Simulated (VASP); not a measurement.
Runs of VASP 6.6.1 on CdS. The structure is that of space group F-43m (No. 216), or close to it. The cells are those of the table. 

| level | cell | k mesh | cutoff (eV) | smearing | gap on the mesh (eV) | pressure (GPa) |
| --- | --- | --- | --- | --- | --- | --- |
| r2SCAN | a = 4.198, b = 4.198, c = 4.157 Å, angles 60.3, 60.3, 59.3°, 2 atoms | 8 × 8 × 8 | 520 | gaussian 0.01 eV | (b) | -0.9 |
| PBE | a = 4.095, b = 4.095, c = 4.157 Å, angles 59.5, 59.5, 61.0°, 2 atoms | 8 × 8 × 8 | 500 | fermi-dirac 0.02 eV | 1.11 | 3.7 |
| PBE | a = 4.178, b = 4.178, c = 4.157 Å, angles 60.2, 60.2, 59.7°, 2 atoms | 4 × 4 × 4 | 520 | gaussian 0.01 eV | 1.05 | 1.3 |
| PBE | a = 4.095, b = 4.095, c = 4.157 Å, angles 59.5, 59.5, 61.0°, 2 atoms | 4 × 4 × 4 | 520 | gaussian 0.01 eV | (c) | 3.8 |
| PBE | a = 4.198, b = 4.198, c = 4.157 Å, angles 60.3, 60.3, 59.3°, 2 atoms | 4 × 4 × 4 | 500 | gaussian 0.01 eV | (a) | 0.7 |

Alike in all rows: task single point; potentials or basis VASP PAW PBE potentials, release 64 (Cd, S); no spin polarisation.

Task: Estimate the missing entries.

Result: (a) 1.02; (b) 1.47; (c) 1.10.

Caveats: some runs use coarse meshes; the PAW data sets were made with another functional, which shifts forces and pressure a little (at least some runs); the cell stands under pressure (at least some runs).

A k mesh can miss the band edges, and the runs leave out spin-orbit coupling on Cd.
